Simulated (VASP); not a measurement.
Here is a VASP 6.6.1 calculation.

The input INCAR:

```
PREC     = Accurate       # precision mode
ENCUT    = 600            # plane-wave cutoff, eV
EDIFF    = 1E-8           # SCF threshold, eV
ISMEAR   = 0              # smearing method
SIGMA    = 0.01           # smearing width, eV
LREAL    = F              # projectors in reciprocal space
LASPH    = T              # aspherical terms in the spheres
NELM     = 120            # most SCF steps
ALGO     = Normal         # electronic algorithm
ISIF     = 3              # what is computed and relaxed
LWAVE    = F              # write WAVECAR
LCHARG   = F              # write CHGCAR
GGA      = PE             # functional
NBANDS   = 18             # bands
IBRION   = 6              # ionic algorithm
NFREE    = 2            
POTIM    = 0.015          # step
NSW      = 1              # ionic steps
GGA_COMPAT= F
```

The input KPOINTS:

```
regular mesh
0
Gamma
  6 6 6
```

The input POSCAR:

```
HfO2
1.0
    0.0000000000      2.5575000000      2.5575000000
    2.5575000000      0.0000000000      2.5575000000
    2.5575000000      2.5575000000      0.0000000000
Hf O
1 2
Direct
    0.0000000000      0.0000000000      0.0000000000
    0.7500000000      0.7500000000      0.7500000000
    0.2500000000      0.2500000000      0.2500000000
```

Potentials or basis: VASP PAW PBE potentials, release 64 (Hf_pv, O).

The run is started by

```bash
$ cat potpaw_PBE.64/Hf_pv/POTCAR potpaw_PBE.64/O/POTCAR > POTCAR
$ mpirun -np 1 vasp_std > vasp.out
```

(1) Estimate the elastic constants C11, C12, C44.

(2) Predict the Voigt bulk modulus.

(3) Estimate the highest phonon frequency at Γ, LO-TO splitting left out.

Answers

(1) 532, 80, 61 GPa.

(2) 231 GPa.

(3) 551 cm⁻¹.

Caveat: the cell is under stress, which shifts elastic constants.
